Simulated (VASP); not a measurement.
Ga: single point with RPBE

The system is Ga.

```
Ga
1.0
     2.37613   -3.97508    0.00000
     2.37613    3.97508    0.00000
     0.00000    0.00000    4.66173
Ga
4
Direct
  0.84383 0.15617 0.08233
  0.65617 0.34383 0.58233
  0.15617 0.84383 0.91767
  0.34383 0.65617 0.41767
```

```
Program             : VASP 6.6.1
Task                : single point
Functional          : RPBE
Potentials or basis : VASP PAW PBE potentials, release 64 (Ga_d)
Cutoff              : 520 eV
k mesh              : 10 × 10 × 9
Occupations         : fermi-dirac, width 0.1 eV
Spin                : no spin polarisation
```

| Property | Result |
| --- | --- |
| Pressure | -1.4 GPa |
| Largest force | 0.039 eV/Å |
| Band gap on the k mesh | zero (bands 26 and 27 overlap by 0.98 eV) |

Forces in eV/Å, atoms in the order of the input:
```
Ga   0.000  0.039 -0.003
Ga   0.000 -0.039 -0.003
Ga   0.000 -0.039  0.003
Ga   0.000  0.039  0.003
```

Stress tensor (GPa, compression positive):
```
-1.53  0.00  0.00
 0.00 -1.49  0.00
 0.00  0.00 -1.17
```

Levels at points of the mesh, in eV from the Fermi level:
```tsv
k point	band 24	band 25	band 26	band 27	band 28	band 29
(0.00, 0.00, 0.00)	-2.18	-1.52	-0.54	0.78	0.91	1.11
(0.50, 0.00, 0.00)	-3.34	-1.04	-1.04	0.82	0.82	3.72
(0.50, 0.50, 0.00)	-2.90	-1.66	-1.20	1.16	1.44	2.81
```

It took 2.6 min on 1 thread of Intel(R) Xeon(R) 6975P-C (Granite Rapids) (shared host), peak memory 0.43 GiB.

Caveat: the PAW data sets were made with another functional, which shifts forces and pressure a little.
